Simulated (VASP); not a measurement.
# MnO (Fm-3m) in VASP: single point with PBE+U

Aim: the single point of MnO with PBE+U.

Program: VASP 6.6.1. These are calculated values, not measurements. Logs are shortened: lines on timing, memory, paths and dates and some standing lists are left out, and cuts for length are marked.

## (1) The cell of the first run

Symmetry: Fm-3m, No. 225, cubic system. The conventional cell has a = 4.410 Å, b = 4.410 Å, c = 4.410 Å, α = 90.00°, β = 90.00°, γ = 90.00°. Within 2.9 Å of Mn (site symmetry m-3m) lie 6 O at 2.21 Å. Within 2.9 Å of O (site symmetry m-3m) lie 6 Mn at 2.21 Å.

## (2) Single point, PBE+U, collinear spin, ferromagnetic start

Input file INCAR:

```
SYSTEM = MnO
PREC = Accurate ; ENCUT = 700
EDIFF = 1E-6 ; ISMEAR = -1
SIGMA = 0.03 ; LREAL = .FALSE.
LASPH = .TRUE. ; NELM = 200
ALGO = Normal ; ISIF = 2
LWAVE = .FALSE. ; LCHARG = .TRUE.
ISPIN = 2 ; MAGMOM = 0.45 0
LORBIT = 11 ; LMAXMIX = 4
LDAU = .TRUE. ; LDAUTYPE = 2
LDAUL = 2 -1 ; LDAUU = 2.7 0
LDAUJ = 0 0 ; LDAUPRINT = 1
GGA = PE ; LELF = .TRUE.
LVHAR = .TRUE. ; NBANDS = 22
GGA_COMPAT = .FALSE.
```

Input file KPOINTS:

```
regular mesh
0
G
  9 9 9
  0 0 0
```

Input file POSCAR:

```
MnO
1.0
    0.0000000000      2.2050000000      2.2050000000
    2.2050000000      0.0000000000      2.2050000000
    2.2050000000      2.2050000000      0.0000000000
Mn O
1 1
Direct
    0.0000000000      0.0000000000      0.0000000000
    0.5000000000      0.5000000000      0.5000000000
```

Potentials or basis: VASP PAW PBE potentials, release 64 (Mn_sv, O).

Command:

```bash
cat potpaw_PBE.64/Mn_sv/POTCAR potpaw_PBE.64/O/POTCAR > POTCAR
mpirun -np 1 vasp_std > vasp.out
```

OUTCAR:

```text
SYSTEM = MnO
   PREC = Accurate
   ENCUT = 700
   EDIFF = 1E-6
   ISMEAR = -1
   LREAL = .FALSE.
   LASPH = .TRUE.
   NELM = 200
   ISIF = 2
   ISPIN = 2
   LORBIT = 11
   GGA = PE

 ion  position               nearest neighbor table
   1  0.000  0.000  0.000-   2 2.21   2 2.21   2 2.21   2 2.21   2 2.21   2 2.21
   2  0.500  0.500  0.500-   1 2.21   1 2.21   1 2.21   1 2.21   1 2.21   1 2.21

  LATTYP: Found a face centered cubic cell.
 ALAT       =     4.4100000000

  Lattice vectors:

 A1 = (   0.0000000000,   2.2050000000,   2.2050000000)
 A2 = (   2.2050000000,   0.0000000000,   2.2050000000)
 A3 = (   2.2050000000,   2.2050000000,   0.0000000000)

Analysis of symmetry for initial positions (statically):
=====================================================================
 Subroutine PRICEL returns:
 Original cell was already a primitive cell.

 Routine SETGRP: Setting up the symmetry group for a
 face centered cubic supercell.

 Subroutine GETGRP returns: Found 48 space group operations
 (whereof 48 operations were pure point group operations)
 out of a pool of 48 trial point group operations.

The static configuration has the point symmetry O_h .

Analysis of symmetry for dynamics (positions and initial velocities):
=====================================================================
 Subroutine PRICEL returns:
 Original cell was already a primitive cell.

 Routine SETGRP: Setting up the symmetry group for a
 face centered cubic supercell.

 Subroutine GETGRP returns: Found 48 space group operations
 (whereof 48 operations were pure point group operations)
 out of a pool of 48 trial point group operations.

The dynamic configuration has the point symmetry O_h .

Analysis of structural, dynamic, and magnetic symmetry:
=====================================================================
 Subroutine PRICEL returns:
 Original cell was already a primitive cell.

 Routine SETGRP: Setting up the symmetry group for a
 face centered cubic supercell.

 Subroutine GETGRP returns: Found 48 space group operations
 (whereof 48 operations were pure point group operations)
 out of a pool of 48 trial point group operations.

The overall configuration has the point symmetry O_h .

 Subroutine INISYM returns: Found 48 space group operations
 (whereof 48 operations are pure point group operations),
 and found     1 'primitive' translations

----------------------------------------------------------------------------------------

                                     Primitive cell

  volume of cell :      21.4415

  direct lattice vectors                    reciprocal lattice vectors
     0.000000000  2.205000000  2.205000000    -0.226757370  0.226757370  0.226757370
     2.205000000  0.000000000  2.205000000     0.226757370 -0.226757370  0.226757370
     2.205000000  2.205000000  0.000000000     0.226757370  0.226757370 -0.226757370

  length of vectors
     3.118340905  3.118340905  3.118340905     0.392755285  0.392755285  0.392755285

  position of ions in fractional coordinates (direct lattice)
     0.000000000  0.000000000  0.000000000
     0.500000000  0.500000000  0.500000000

  ion indices of the primitive-cell ions
   primitive index   ion index
                 1           1
                 2           2

----------------------------------------------------------------------------------------

 KPOINTS: regular mesh

Automatic generation of k-mesh.
 Grid dimensions read from file:
 generate k-points for:    9    9    9

 Generating k-lattice:

  Cartesian coordinates                     Fractional coordinates (reciprocal lattice)
    -0.025195263  0.025195263  0.025195263     0.111111111  0.000000000  0.000000000
     0.025195263 -0.025195263  0.025195263     0.000000000  0.111111111  0.000000000
     0.025195263  0.025195263 -0.025195263     0.000000000  0.000000000  0.111111111

  Length of vectors
     0.043639476  0.043639476  0.043639476

  Shift w.r.t. Gamma in fractional coordinates (k-lattice)
     0.000000000  0.000000000  0.000000000

 Subroutine IBZKPT returns following result:
 ===========================================

 Found     35 irreducible k-points:

 Following reciprocal coordinates:
            Coordinates               Weight
  0.000000  0.000000  0.000000      1.000000
  0.111111  0.000000  0.000000      8.000000
  0.222222  0.000000  0.000000      8.000000
  0.333333  0.000000  0.000000      8.000000
  0.444444  0.000000  0.000000      8.000000
  0.111111  0.111111  0.000000      6.000000
[... 16 lines left out ...]
 -0.333333  0.333333  0.000000     12.000000
  0.444444  0.444444  0.000000      6.000000
 [... further k-points ...]
   k-points           NKPTS =     35   k-points in BZ     NKDIM =     35   number of bands    NBANDS=     22
   number of dos      NEDOS =    301   number of ions     NIONS =      2
   total plane-waves  NPLWV =  21952
   dimension x,y,z NGX =    28 NGY =   28 NGZ =   28
   dimension x,y,z NGXF=    56 NGYF=   56 NGZF=   56
   ions per type =               1   1
   NGX,Y,Z   is equivalent  to a cutoff of  14.93, 14.93, 14.93 a.u.
   NGXF,Y,Z  is equivalent  to a cutoff of  29.85, 29.85, 29.85 a.u.
 SYSTEM =  MnO
   PREC   = accura    normal or accurate (medium, high low for compatibility)
   ISTART =      0    job   : 0-new  1-cont  2-samecut
   ICHARG =      2    charge: 1-file 2-atom 10-const
   ISPIN  =      2    spin polarized calculation?
   LNONCOLLINEAR =      F non collinear calculations
   LSORBIT =      F    spin-orbit coupling
   LASPH  =      T    aspherical Exc in radial PAW
   ENCUT  =  700.0 eV  51.45 Ry    7.17 a.u.   6.73  6.73  6.73*2*pi/ulx,y,z
   NELM   =    200;   NELMIN=  2; NELMDL= -5     # of ELM steps
   EDIFF  = 0.1E-05   stopping-criterion for ELM
   LREAL  =      F    real-space projection
[... 7 lines left out ...]
   TEBEG  =    0.0;   TEEND  =   0.0 temperature during run
   PSTRESS=    0.0 pullay stress
   NELECT =      21.0000    total number of electrons
   NUPDOWN=      -1.0000    fix difference up-down
   EMIN   =  10.00;   EMAX   =-10.00  energy-range for DOS
   EFERMI =   0.00;   METHOD = LEGACY
   ISMEAR =    -1;   SIGMA  =   0.03  broadening in eV -4-tet -1-fermi 0-gaus
   EFERMI_NEDOS =   21; number of points for ismear=-14 and -15
   IALGO  =     38    algorithm
   IMIX   =      4    mixing-type and parameters
     AMIX     =   0.40;   BMIX     =  1.00
     AMIX_MAG =   1.60;   BMIX_MAG =  1.00
  volume/ion in A,a.u.               =      10.72        72.35
  Fermi-wavevector in a.u.,A,eV,Ry     =   1.625783  3.072285 35.962531  2.643171
  Thomas-Fermi vector in A             =   2.718850
   LORBIT       =     11    0 simple, 1 ext, 2 COOP (PROOUT), +10 PAW based schemes
 LDA+U is selected, type is set to LDAUTYPE =  2
   angular momentum for each species LDAUL =     2   -1
   U (eV)           for each species LDAUU =   2.7  0.0
   J (eV)           for each species LDAUJ =   0.0  0.0
   GGA     = PE    functional components
   LHFCALC =     F    Hartree Fock is set to
   AEXX    =    0.0000 exact exchange contribution
   IVDW    =     0    specifies the selected vdW correction
   LEPSILON=     F    determine dielectric tensor
   LRPA    =     F    only Hartree local field effects (RPA)
 spin polarized calculation
  energy-cutoff  :      700.00
  volume of cell :       21.44
 maximum number of plane-waves:       914
   NGX = 13   NGY = 13   NGZ = 13

atom =   1  type =  1  l = 2

 onsite density matrix

spin component  1

  0.9029 -0.0000 -0.0000 -0.0000  0.0000
 -0.0000  0.9029 -0.0000 -0.0000  0.0000
 -0.0000 -0.0000  0.9382 -0.0000  0.0000
 -0.0000 -0.0000 -0.0000  0.9029 -0.0000
  0.0000  0.0000  0.0000 -0.0000  0.9382

spin component  2

  0.0164  0.0000  0.0000  0.0000 -0.0000
  0.0000  0.0164 -0.0000  0.0000 -0.0000
  0.0000 -0.0000  0.0609  0.0000 -0.0000
  0.0000  0.0000  0.0000  0.0164 -0.0000
 -0.0000 -0.0000 -0.0000 -0.0000  0.0609

 occupancies and eigenvectors

  o =  0.0164  v =  0.0000  0.0000  0.0000  0.0000  0.0000 -0.0004 -0.9869  0.0000  0.1616  0.0000      0.0000  0.0000  0.0000  0.0000  0.0000  0.0000  0.0000  0.0000  0.0000  0.0000
  o =  0.0164  v =  0.0000  0.0000  0.0000  0.0000  0.0000  0.0036 -0.1616  0.0000 -0.9868 -0.0000      0.0000  0.0000  0.0000  0.0000  0.0000  0.0000  0.0000  0.0000  0.0000  0.0000
  o =  0.0164  v =  0.0000  0.0000  0.0000  0.0000  0.0000  1.0000  0.0002 -0.0000  0.0036  0.0000      0.0000  0.0000  0.0000  0.0000  0.0000  0.0000  0.0000  0.0000  0.0000  0.0000
  o =  0.0609  v =  0.0000  0.0000  0.0000  0.0000  0.0000 -0.0000 -0.0000 -0.9999 -0.0000 -0.0103      0.0000  0.0000  0.0000  0.0000  0.0000  0.0000  0.0000  0.0000  0.0000  0.0000
  o =  0.0609  v =  0.0000  0.0000  0.0000  0.0000  0.0000  0.0000  0.0000  0.0103  0.0000 -0.9999      0.0000  0.0000  0.0000  0.0000  0.0000  0.0000  0.0000  0.0000  0.0000  0.0000
  o =  0.9029  v =  0.0000  0.9935  0.0000 -0.1135 -0.0000  0.0000  0.0000  0.0000  0.0000  0.0000      0.0000  0.0000  0.0000  0.0000  0.0000  0.0000  0.0000  0.0000  0.0000  0.0000
  o =  0.9029  v =  1.0000  0.0000  0.0000  0.0000  0.0000  0.0000  0.0000  0.0000  0.0000  0.0000      0.0000  0.0000  0.0000  0.0000  0.0000  0.0000  0.0000  0.0000  0.0000  0.0000
  o =  0.9029  v =  0.0000 -0.1135 -0.0000 -0.9935  0.0000  0.0000  0.0000  0.0000  0.0000  0.0000      0.0000  0.0000  0.0000  0.0000  0.0000  0.0000  0.0000  0.0000  0.0000  0.0000
  o =  0.9382  v =  0.0000  0.0000 -0.0111  0.0000  0.9999  0.0000  0.0000  0.0000  0.0000  0.0000      0.0000  0.0000  0.0000  0.0000  0.0000  0.0000  0.0000  0.0000  0.0000  0.0000
  o =  0.9382  v =  0.0000 -0.0000  0.9999 -0.0000  0.0111  0.0000  0.0000  0.0000  0.0000  0.0000      0.0000  0.0000  0.0000  0.0000  0.0000  0.0000  0.0000  0.0000  0.0000  0.0000

 number of electron      21.0000001 magnetization       5.0000318

 Free energy of the ion-electron system (eV)
  ---------------------------------------------------
  ext. energy  EPLUGINS =         0.00000000
  ---------------------------------------------------
  free energy    TOTEN  =       -15.60315119 eV

  energy without entropy =      -15.60293885  energy(sigma->0) =      -15.60304502

 E-fermi :   9.3745     XC(G=0): -11.9930

 val. band max:        9.2709185166   @ k =   0.4444   0.0000   0.0000
 cond. band min:       9.7036264964   @ k =   0.4444   0.4444   0.0000
 fundamental gap:      0.4327079798
 Fermi energy:         9.3744980848

 spin component 1

 k-point     1 :       0.0000    0.0000    0.0000
  band No.  band energies     occupation
      1     -71.9851      1.00000
      2     -40.7285      1.00000
      3     -40.7285      1.00000
      4     -40.7285      1.00000
      5     -10.6605      1.00000
      6       5.4201      1.00000
[... 14 lines left out ...]
     21      29.6511      0.00000
     22      32.1133      0.00000
[... 552 lines left out ...]
  band No.  band energies     occupation
      1     -71.9756      1.00000
      2     -40.7905      1.00000
      3     -40.7538      1.00000
      4     -40.7538      1.00000
      5      -9.7074      1.00000
      6       2.5061      1.00000
[... 14 lines left out ...]
     21      37.8803      0.00000
     22      37.8803      0.00000

 [... further k-points ...]

 spin component 2

 k-point     1 :       0.0000    0.0000    0.0000
  band No.  band energies     occupation
      1     -66.9778      1.00000
      2     -35.8038      1.00000
      3     -35.8038      1.00000
      4     -35.8038      1.00000
      5     -10.2154      1.00000
      6       6.3585      1.00000
[... 14 lines left out ...]
     21      32.1752      0.00000
     22      34.5275      0.00000
[... 552 lines left out ...]
  band No.  band energies     occupation
      1     -66.9662      1.00000
      2     -35.8823      1.00000
      3     -35.8355      1.00000
      4     -35.8355      1.00000
      5      -9.2367      1.00000
      6       3.1624      1.00000
[... 14 lines left out ...]
     21      38.3495      0.00000
     22      38.3495      0.00000

 [... further k-points ...]

------------------------ aborting loop because EDIFF is reached ----------------------------------------

  FORCE on cell =-STRESS in cart. coord.  units (eV):
  Direction    XX          YY          ZZ          XY          YZ          ZX
  --------------------------------------------------------------------------------------
  -------------------------------------------------------------------------------------
  Total        1.3616173      1.3616173      1.3616173      0.0000000      0.0000000      0.0000000
  in kB      101.7442442    101.7442442    101.7442442      0.0000000      0.0000000      0.0000000
  external PRESSURE =     101.7442442 kB  Pullay stress =       0.0000000 kB

 VOLUME and BASIS-vectors are now :
 -----------------------------------------------------------------------------
  energy-cutoff  :      700.00
  volume of cell :       21.44
      direct lattice vectors                 reciprocal lattice vectors
     0.000000000  2.205000000  2.205000000    -0.226757370  0.226757370  0.226757370
     2.205000000  0.000000000  2.205000000     0.226757370 -0.226757370  0.226757370
     2.205000000  2.205000000  0.000000000     0.226757370  0.226757370 -0.226757370

 POSITION                                       TOTAL-FORCE (eV/Angst)
 -----------------------------------------------------------------------------------
      0.00000      0.00000      0.00000         0.000000      0.000000      0.000000
      2.20500      2.20500      2.20500        -0.000000     -0.000000     -0.000000
 -----------------------------------------------------------------------------------
    total drift:                                0.000000      0.000000      0.000000

  FREE ENERGIE OF THE ION-ELECTRON SYSTEM (eV)
  ---------------------------------------------------
  free  energy   TOTEN  =       -15.6031511891 eV

  energy  without entropy=      -15.6029388474  energy(sigma->0) =      -15.60304502

 total charge

# of ion       s       p       d       tot
------------------------------------------
    1        2.119   6.018   4.733  12.870
    2        1.552   3.463   0.000   5.016
--------------------------------------------------
tot          3.671   9.481   4.733  17.886

 magnetization (x)

# of ion       s       p       d       tot
------------------------------------------
    1        0.024   0.015   4.397   4.436
    2        0.028   0.169   0.000   0.196
--------------------------------------------------
tot          0.052   0.184   4.397   4.633
```

Wall time 73 s (1 thread of Intel Xeon Platinum 8259CL at 2.50GHz (Skylake/Cascade Lake), shared host); peak memory 0.19 GiB.

What came out:

```yaml
Free_energy: -15.6032 eV
Pressure: 10.2 GPa
Band_gap_on_the_k_mesh: zero (filled and empty bands overlap)
Net_moment: 5.00 μB per cell
Site_moments: Mn +4.44; O +0.20 μB
Valence_electrons_inside_the_program's_atomic_spheres: Mn 12.87; O 5.02
```

Eigenvalues of the final occupation matrices:
| site | spin | trace | eigenvalues |
| --- | --- | --- | --- |
| site 1 d | 1 | 4.59 | 0.90 0.90 0.90 0.94 0.94 |
| site 1 d | 2 | 0.17 | 0.02 0.02 0.02 0.06 0.06 |

Caveat: the cell stands under pressure; a cell with one magnetic atom can't hold antiferromagnetic order, which such compounds often take. The state reached can hang on the start; a lower one may exist.

The gap in the log of VASP goes by the Fermi energy; the results here count the filled bands.